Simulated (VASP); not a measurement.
# Cu (Fm-3m) in VASP: further runs

Runs on Cu. Level: PBEsol. Tasks: single point, relaxation of cell and atoms.

Everything below comes from runs of VASP 6.6.1. Logs are shortened: lines on timing, memory, paths and dates and some standing lists are left out, and cuts for length are marked.

## Step 1: The cell of the first run

The structure is cubic, space group Fm-3m (No. 225). Conventional cell: a = 3.379 Å, b = 3.379 Å, c = 3.379 Å, α = 90.00°, β = 90.00°, γ = 90.00°. Within 3.2 Å of Cu (site symmetry m-3m) lie 12 Cu at 2.39 Å.

## Step 2: Single point, PBEsol

Contents of INCAR:

```
PREC = Accurate ; ENCUT = 520
EDIFF = 1E-6 ; ISMEAR = 0
SIGMA = 0.1 ; LREAL = F
LASPH = T ; NELM = 60
ALGO = Normal ; ISIF = 2
LWAVE = F ; LCHARG = T
GGA = PS ; LELF = T
LVHAR = T ; NBANDS = 12
```

Contents of KPOINTS:

```
Automatic mesh
0
Gamma
  22 22 22
```

Contents of POSCAR:

```
Cu
1.0
    0.0000000000      1.6894702344      1.6894702344
    1.6894702344      0.0000000000      1.6894702344
    1.6894702344      1.6894702344      0.0000000000
Cu
1
Direct
    0.0000000000      0.0000000000      0.0000000000
```

Potentials or basis: VASP PAW PBE potentials, release 64 (Cu).

Launch:

```sh
cat potpaw_PBE.64/Cu/POTCAR > POTCAR
mpirun -np 1 vasp_std > vasp.out
```

OUTCAR:

```text
PREC = Accurate
   ENCUT = 520
   EDIFF = 1E-6
   ISMEAR = 0
   LREAL = F
   LASPH = T
   NELM = 60
   ISIF = 2
   GGA = PS

 ion  position               nearest neighbor table
   1  0.000  0.000  0.000-

  LATTYP: Found a face centered cubic cell.
 ALAT       =     3.3789404688

  Lattice vectors:

 A1 = (   0.0000000000,   1.6894702344,   1.6894702344)
 A2 = (   1.6894702344,   0.0000000000,   1.6894702344)
 A3 = (   1.6894702344,   1.6894702344,   0.0000000000)

Analysis of symmetry for initial positions (statically):
=====================================================================
 Subroutine PRICEL returns:
 Original cell was already a primitive cell.

 Routine SETGRP: Setting up the symmetry group for a
 face centered cubic supercell.

 Subroutine GETGRP returns: Found 48 space group operations
 (whereof 48 operations were pure point group operations)
 out of a pool of 48 trial point group operations.

The static configuration has the point symmetry O_h .

Analysis of symmetry for dynamics (positions and initial velocities):
=====================================================================
 Subroutine PRICEL returns:
 Original cell was already a primitive cell.

 Routine SETGRP: Setting up the symmetry group for a
 face centered cubic supercell.

 Subroutine GETGRP returns: Found 48 space group operations
 (whereof 48 operations were pure point group operations)
 out of a pool of 48 trial point group operations.

The dynamic configuration has the point symmetry O_h .

 Subroutine INISYM returns: Found 48 space group operations
 (whereof 48 operations are pure point group operations),
 and found     1 'primitive' translations

----------------------------------------------------------------------------------------

                                     Primitive cell

  volume of cell :       9.6445

  direct lattice vectors                    reciprocal lattice vectors
     0.000000000  1.689470234  1.689470234    -0.295950760  0.295950760  0.295950760
     1.689470234  0.000000000  1.689470234     0.295950760 -0.295950760  0.295950760
     1.689470234  1.689470234  0.000000000     0.295950760  0.295950760 -0.295950760

  length of vectors
     2.389271719  2.389271719  2.389271719     0.512601753  0.512601753  0.512601753

  position of ions in fractional coordinates (direct lattice)
     0.000000000  0.000000000  0.000000000

  ion indices of the primitive-cell ions
   primitive index   ion index
                 1           1

----------------------------------------------------------------------------------------
[... 76 lines left out ...]
   ISIF   =      2    stress and relaxation
   ISYM   =      2    0-nonsym 1-usesym 2-fastsym
   POTIM  = 0.5000    time-step for ionic-motion
   TEBEG  =    0.0;   TEEND  =   0.0 temperature during run
   PSTRESS=    0.0 pullay stress
   NELECT =      11.0000    total number of electrons
   NUPDOWN=      -1.0000    fix difference up-down
   EMIN   =  10.00;   EMAX   =-10.00  energy-range for DOS
   EFERMI =   0.00;   METHOD = LEGACY
   ISMEAR =     0;   SIGMA  =   0.10  broadening in eV -4-tet -1-fermi 0-gaus
   EFERMI_NEDOS =   21; number of points for ismear=-14 and -15
   IALGO  =     38    algorithm
   IMIX   =      4    mixing-type and parameters
     AMIX     =   0.40;   BMIX     =  1.00
     AMIX_MAG =   1.60;   BMIX_MAG =  1.00
  volume/ion in A,a.u.               =       9.64        65.08
  Fermi-wavevector in a.u.,A,eV,Ry     =   1.710456  3.232293 39.806007  2.925659
  Thomas-Fermi vector in A             =   2.788752
   LORBIT       =      0    0 simple, 1 ext, 2 COOP (PROOUT), +10 PAW based schemes
   GGA     = PS    functional components
   LHFCALC =     F    Hartree Fock is set to
   AEXX    =    0.0000 exact exchange contribution
   IVDW    =     0    specifies the selected vdW correction
   LEPSILON=     F    determine dielectric tensor
   LRPA    =     F    only Hartree local field effects (RPA)
 non-spin polarized calculation
 Gauss-broadening in eV      SIGMA  =   0.10
  energy-cutoff  :      520.00
  volume of cell :        9.64
 maximum number of plane-waves:       272
 NGX is ok and might be reduce to    18
   NGX =  9   NGY =  9   NGZ =  9

 number of electron      11.0000013 magnetization

 Free energy of the ion-electron system (eV)
  ---------------------------------------------------
  ext. energy  EPLUGINS =         0.00000000
  ---------------------------------------------------
  free energy    TOTEN  =        -4.12336703 eV

  energy without entropy =       -4.12201586  energy(sigma->0) =       -4.12269144

 E-fermi :  10.2526     XC(G=0): -14.1360

 val. band max:       10.2160879321   @ k =   0.5000   0.2273   0.0909
 cond. band min:      10.2853659597   @ k =   0.5000   0.1818   0.0455
 fundamental gap:      0.0692780275
 Fermi energy:        10.2525698275

 k-point     1 :       0.0000    0.0000    0.0000
  band No.  band energies     occupation
      1      -0.8604      2.00000
      2       6.4599      2.00000
      3       6.4599      2.00000
      4       6.4599      2.00000
      5       7.5982      2.00000
      6       7.5982      2.00000
      7      34.3567      0.00000
      8      38.6127      0.00000
      9      38.6127      0.00000
     10      38.6127      0.00000
     11      41.4624      0.00000
     12      41.4624      0.00000
[... 331 lines left out ...]
 k-point    24 :      -0.4545    0.0455    0.0000
  band No.  band energies     occupation
      1       3.8451      2.00000
      2       6.3801      2.00000
      3       6.4446      2.00000
      4       7.7546      2.00000
      5       8.3316      2.00000
      6       9.0559      2.00000
      7      15.3509      0.00000
      8      32.2515      0.00000
      9      34.5755      0.00000
     10      35.2314      0.00000
     11      38.8289      0.00000
     12      39.5987      0.00000

 [... further k-points ...]
[... 5 lines left out ...]
  --------------------------------------------------------------------------------------
  -------------------------------------------------------------------------------------
  Total        2.4537230      2.4537230      2.4537230      0.0000000      0.0000000      0.0000000
  in kB      407.6190642    407.6190642    407.6190642      0.0000000      0.0000000      0.0000000
  external PRESSURE =     407.6190642 kB  Pullay stress =       0.0000000 kB

 VOLUME and BASIS-vectors are now :
 -----------------------------------------------------------------------------
  energy-cutoff  :      520.00
  volume of cell :        9.64
      direct lattice vectors                 reciprocal lattice vectors
     0.000000000  1.689470234  1.689470234    -0.295950760  0.295950760  0.295950760
     1.689470234  0.000000000  1.689470234     0.295950760 -0.295950760  0.295950760
     1.689470234  1.689470234  0.000000000     0.295950760  0.295950760 -0.295950760

 POSITION                                       TOTAL-FORCE (eV/Angst)
 -----------------------------------------------------------------------------------
      0.00000      0.00000      0.00000         0.000000      0.000000      0.000000
 -----------------------------------------------------------------------------------
    total drift:                                0.000000     -0.000000     -0.000000

  FREE ENERGIE OF THE ION-ELECTRON SYSTEM (eV)
  ---------------------------------------------------
  free  energy   TOTEN  =        -4.1233670292 eV

  energy  without entropy=       -4.1220158608  energy(sigma->0) =       -4.12269144
```

OSZICAR:

```text
N       E                     dE             d eps       ncg     rms          rms(c)
DAV:   1     0.414271477146E+02    0.41427E+02   -0.54141E+03  8976   0.164E+03
DAV:   2    -0.399851193776E+01   -0.45426E+02   -0.41844E+02  8144   0.213E+02
DAV:   3    -0.523973820475E+01   -0.12412E+01   -0.12314E+01  9036   0.392E+01
DAV:   4    -0.524653750976E+01   -0.67993E-02   -0.67983E-02  8852   0.257E+00
DAV:   5    -0.524658932724E+01   -0.51817E-04   -0.51817E-04  9336   0.227E-01    0.850E+00
DAV:   6    -0.440980499121E+01    0.83678E+00   -0.13463E+01  9352   0.740E+01    0.295E+00
DAV:   7    -0.414519895916E+01    0.26461E+00   -0.16620E+00  9476   0.257E+01    0.771E-01
DAV:   8    -0.412426378595E+01    0.20935E-01   -0.84174E-03 10584   0.973E-01    0.214E-01
DAV:   9    -0.412335335557E+01    0.91043E-03   -0.38394E-03 10224   0.109E+00    0.176E-02
DAV:  10    -0.412336706988E+01   -0.13714E-04   -0.26801E-05  8788   0.669E-02    0.554E-03
DAV:  11    -0.412336702918E+01    0.40696E-07   -0.46193E-07  6552   0.139E-02
   1 F= -.41233670E+01 E0= -.41226914E+01  d E =-.135117E-02
```

stdout:

```text
POSCAR found type information on POSCAR Cu
 POSCAR found :  1 types and       1 ions
 scaLAPACK will be used
 -----------------------------------------------------------------------------
|                                                                             |
|                                                                             |
|     You enforced a specific xc type in the INCAR file but a different       |
|     I HOPE YOU KNOW WHAT YOU ARE DOING!                                     |
|                                                                             |
 -----------------------------------------------------------------------------

 LDA part: xc-table for (Slater+PW92), standard interpolation
 POSCAR, INCAR and KPOINTS ok, starting setup
 FFT: planning ... GRIDC
 FFT: planning ... GRID_SOFT
 FFT: planning ... GRID
 WAVECAR not read
 entering main loop
```

Run time: 30 s. Hardware: 1 thread of Intel Xeon Platinum 8488C (Sapphire Rapids), shared host; peak memory 0.14 GiB.

Results:

```
Free energy : -4.1234 eV
Pressure    : 40.8 GPa
```

Levels at points of the mesh, in eV from the Fermi level:
| k point | band 2 | band 3 | band 4 | band 5 | band 6 | band 7 | band 8 | band 9 | band 10 | band 11 |
| --- | --- | --- | --- | --- | --- | --- | --- | --- | --- | --- |
| (0.00, 0.00, 0.00) | -3.79 | -3.79 | -3.79 | -2.65 | -2.65 | 24.10 | 28.36 | 28.36 | 28.36 | 31.21 |
| (0.50, 0.00, 0.00) | -3.84 | -3.84 | -1.88 | -1.88 | -1.73 | 4.83 | 22.51 | 25.28 | 25.28 | 28.07 |
| (0.50, 0.50, 0.00) | -5.71 | -1.90 | -1.69 | -1.69 | 1.25 | 8.57 | 14.63 | 14.63 | 19.73 | 23.85 |

Caveat: the PAW data sets were made with another functional, which shifts forces and pressure a little.

## Step 3: Relaxation of cell and atoms, PBEsol, target pressure 20 GPa, at which the enthalpy is minimised

This run uses another cell than the first one, of 10.27 Å³/atom, 1.065 times its volume.

Contents of INCAR:

```
SYSTEM = Cu
PREC = Accurate ; ENCUT = 600
EDIFF = 1E-6 ; ISMEAR = 0
SIGMA = 0.1 ; LREAL = .False.
LASPH = .True. ; NELM = 100
ALGO = Fast ; ISIF = 3
LWAVE = .False. ; LCHARG = .False.
GGA = PS ; IBRION = 2
NSW = 70 ; EDIFFG = -0.008
PSTRESS = 200.0
```

Contents of KPOINTS:

```
regular mesh
0
Gamma
  20 20 20
  0 0 0
```

Contents of POSCAR:

```
Cu
1.0
    0.0000000000      1.7252769392      1.7252769392
    1.7252769392      0.0000000000      1.7252769392
    1.7252769392      1.7252769392      0.0000000000
Cu
1
Direct
    0.0000000000      0.0000000000      0.0000000000
```

Potentials or basis: VASP PAW PBE potentials, release 64 (Cu).

Launch:

```sh
cat potpaw_PBE.64/Cu/POTCAR > POTCAR
mpirun -np 1 vasp_std > vasp.out
```

OUTCAR:

```text
SYSTEM = Cu
   PREC = Accurate
   ENCUT = 600
   EDIFF = 1E-6
   ISMEAR = 0
   LREAL = .False.
   LASPH = .True.
   NELM = 100
   ISIF = 3
   GGA = PS
   IBRION = 2
   NSW = 70
   EDIFFG = -0.008
   PSTRESS = 200.0

 ion  position               nearest neighbor table
   1  0.000  0.000  0.000-

  LATTYP: Found a face centered cubic cell.
 ALAT       =     3.4505538784

  Lattice vectors:

 A1 = (   0.0000000000,   1.7252769392,   1.7252769392)
 A2 = (   1.7252769392,   0.0000000000,   1.7252769392)
 A3 = (   1.7252769392,   1.7252769392,   0.0000000000)

Analysis of symmetry for initial positions (statically):
=====================================================================
 Subroutine PRICEL returns:
 Original cell was already a primitive cell.

 Routine SETGRP: Setting up the symmetry group for a
 face centered cubic supercell.

 Subroutine GETGRP returns: Found 48 space group operations
 (whereof 48 operations were pure point group operations)
 out of a pool of 48 trial point group operations.

The static configuration has the point symmetry O_h .

Analysis of symmetry for dynamics (positions and initial velocities):
=====================================================================
 Subroutine PRICEL returns:
[... 164 lines left out ...]
  -------------------------------------------------------------------------------------
  Total        1.4199055      1.4199055      1.4199055      0.0000000      0.0000000     -0.0000000
  in kB      221.4948240    221.4948240    221.4948240      0.0000000      0.0000000     -0.0000000
  external PRESSURE =      21.4948240 kB  Pullay stress =     200.0000000 kB
[... 61 lines left out ...]
--------------------------------------- Ionic step        3  -------------------------------------------

 number of electron      10.9999991 magnetization

 Free energy of the ion-electron system (eV)
  ---------------------------------------------------
  ext. energy  EPLUGINS =         0.00000000
  ---------------------------------------------------
  free energy    TOTEN  =        -4.25165182 eV

  energy without entropy =       -4.25042955  energy(sigma->0) =       -4.25104069

 E-fermi :   9.1606     XC(G=0): -13.7068

 val. band max:        9.1298677725   @ k =   0.5000   0.3000   0.1500
 cond. band min:       9.1845366389   @ k =   0.4500   0.3500   0.0000
 fundamental gap:      0.0546688664
 Fermi energy:         9.1606326927

 k-point     1 :       0.0000    0.0000    0.0000
  band No.  band energies     occupation
      1      -1.2869      2.00000
      2       5.7002      2.00000
      3       5.7002      2.00000
      4       5.7002      2.00000
      5       6.7234      2.00000
      6       6.7234      2.00000
      7      32.8091      0.00000
      8      36.4906      0.00000
      9      36.4906      0.00000
[... 265 lines left out ...]
 k-point    24 :      -0.3500    0.0500    0.0000
  band No.  band energies     occupation
      1       2.8063      2.00000
      2       5.7298      2.00000
      3       5.7803      2.00000
      4       5.8662      2.00000
      5       7.1049      2.00000
      6       7.4350      2.00000
      7      17.2701      0.00000
      8      30.4385      0.00000
      9      32.9480      0.00000

 [... further k-points ...]
[... 5 lines left out ...]
  --------------------------------------------------------------------------------------
  -------------------------------------------------------------------------------------
  Total        1.2890182      1.2890182      1.2890182     -0.0000000     -0.0000000      0.0000000
  in kB      199.8451910    199.8451910    199.8451910     -0.0000000     -0.0000000      0.0000000
  external PRESSURE =      -0.1548090 kB  Pullay stress =     200.0000000 kB
[... 20 lines left out ...]
  energy  without entropy=       -4.2504295531  energy(sigma->0) =       -4.25104069

  enthalpy is  TOTEN    =        -2.9616350770 eV   P V=        1.2900167451

 reached required accuracy - stopping structural energy minimisation
```

Run time: 60 s. Hardware: 1 thread of Intel Xeon Platinum 8488C (Sapphire Rapids), shared host; peak memory 0.15 GiB.

Results:

| Quantity | Value |
| --- | --- |
| Free energy | -4.2517 eV |
| Relaxed volume | 10.33 Å³/atom |
| Relaxed cell | a = 2.445 Å, b = 2.445 Å, c = 2.445 Å, α = 60.00°, β = 60.00°, γ = 60.00° |
| Space group after relaxing (to 0.05 Å) | Fm-3m (No. 225) |
| Energy change on relaxing (the enthalpy is what falls) | -8.2 meV/atom |
| Ionic steps | 3 |
| Pressure after relaxing | 20.0 GPa |

Step by step:
| step | energy change (eV) | largest force (eV/Å) | pressure (GPa) | volume (Å³) |
| --- | --- | --- | --- | --- |
| 1 | 0.0000 | 0.0000 | 22.15 | 10.27 |
| 2 | -0.0243 | 0.0000 | 16.19 | 10.48 |
| 3 | -0.0082 | 0.0000 | 19.98 | 10.33 |

Final structure:
```
CELL_PARAMETERS angstrom
0.00000 1.72882 1.72882
1.72882 0.00000 1.72882
1.72882 1.72882 0.00000
ATOMIC_POSITIONS crystal
Cu 0.00000 0.00000 0.00000
```

Levels at points of the mesh, in eV from the Fermi level:
```csv
k point,band 2,band 3,band 4,band 5,band 6,band 7,band 8,band 9
"(0.00, 0.00, 0.00)",-3.46,-3.46,-3.46,-2.44,-2.44,23.65,27.33,27.33
"(0.50, 0.00, 0.00)",-3.50,-3.50,-1.74,-1.74,-1.44,4.47,22.08,24.18
"(0.50, 0.50, 0.00)",-5.18,-1.76,-1.57,-1.57,1.37,8.09,14.12,14.12
```

Caveat: the cell is relaxed towards a set pressure, so the enthalpy falls and the energy may rise; the PAW data sets were made with another functional, which shifts forces and pressure a little.

## Step 4: Relaxation of cell and atoms, PBEsol, target pressure 10 GPa, at which the enthalpy is minimised

This run uses another cell than the first one, of 10.73 Å³/atom, 1.112 times its volume.

Contents of INCAR:

```
PREC = Accurate ; ENCUT = 600
EDIFF = 1E-6 ; ISMEAR = 0
SIGMA = 0.1 ; LREAL = F
LASPH = T ; NELM = 80
ALGO = Normal ; ISIF = 3
LWAVE = F ; LCHARG = F
GGA = PS ; IBRION = 2
NSW = 70 ; EDIFFG = -0.008
PSTRESS = 100.0
```

Contents of KPOINTS:

```
regular mesh
0
Gamma
  20 20 20
```

Contents of POSCAR:

```
Cu
1.0
    0.0000000000      1.7504349092      1.7504349092
    1.7504349092      0.0000000000      1.7504349092
    1.7504349092      1.7504349092      0.0000000000
Cu
1
Direct
    0.0000000000      0.0000000000      0.0000000000
```

Launch:

```sh
cat potpaw_PBE.64/Cu/POTCAR > POTCAR
mpirun -np 1 vasp_std > vasp.out
```

Wall time 41 s (1 thread of Intel Xeon Platinum 8488C (Sapphire Rapids), shared host); peak memory 0.15 GiB.

The run converged. Its results:

```yaml
Free_energy: -4.2924 eV
Relaxed_volume: 10.77 Å³/atom
Relaxed_cell: a = 2.479 Å, b = 2.479 Å, c = 2.479 Å, α = 60.00°, β = 60.00°, γ = 60.00°
Space_group_after_relaxing_to_0.05_Å: Fm-3m (No. 225)
Energy_change_on_relaxing_the_enthalpy_is_what_falls: -3.1 meV/atom
Ionic_steps: 3
Pressure_after_relaxing: 10.0 GPa
```

The path:
```csv
step,energy change (eV),largest force (eV/Å),pressure (GPa),volume (Å³)
1,0.0000,0.0000,11.06,10.73
2,-0.0068,0.0000,9.07,10.84
3,-0.0031,0.0000,10.01,10.77
```

Final structure:
```
Cu
1.0
     0.00000    1.75301    1.75301
     1.75301    0.00000    1.75301
     1.75301    1.75301    0.00000
Cu
1
Direct
  0.00000 0.00000 0.00000
```

Levels at points of the mesh, in eV from the Fermi level:
| k point | band 4 | band 5 | band 6 | band 7 | band 8 | band 9 |
| --- | --- | --- | --- | --- | --- | --- |
| (0.00, 0.00, 0.00) | -3.30 | -2.34 | -2.34 | 23.34 | 26.68 | 26.68 |
| (0.50, 0.00, 0.00) | -1.69 | -1.69 | -1.29 | 4.25 | 21.79 | 23.50 |
| (0.50, 0.50, 0.00) | -1.52 | -1.52 | 1.41 | 7.79 | 13.79 | 13.79 |

Caveat: the cell is relaxed towards a set pressure, so the enthalpy falls and the energy may rise; the PAW data sets were made with another functional, which shifts forces and pressure a little.

## Step 5: Summary

```csv
task,cell,k mesh,cutoff (eV),gap on the mesh (eV),pressure (GPa)
single point,"a = 2.389 Å, angles 60.0°, 1 atom",22 × 22 × 22,520,none,40.8
relaxation of cell and atoms,"relaxed to 20 GPa from a = 2.440 Å, angles 60.0°, 1 atom",20 × 20 × 20,600,none,20.0
relaxation of cell and atoms,"relaxed to 10 GPa from a = 2.475 Å, angles 60.0°, 1 atom",20 × 20 × 20,600,none,10.0
```

Alike in all rows: level PBEsol; potentials or basis VASP PAW PBE potentials, release 64 (Cu); no spin polarisation; smearing gaussian 0.1 eV.

Caveats: the PAW data sets were made with another functional, which shifts forces and pressure a little; the cell is relaxed towards a set pressure, so the enthalpy falls and the energy may rise (some runs).

Total energies depend on the potentials used, so only differences within one code and one set of settings carry meaning.
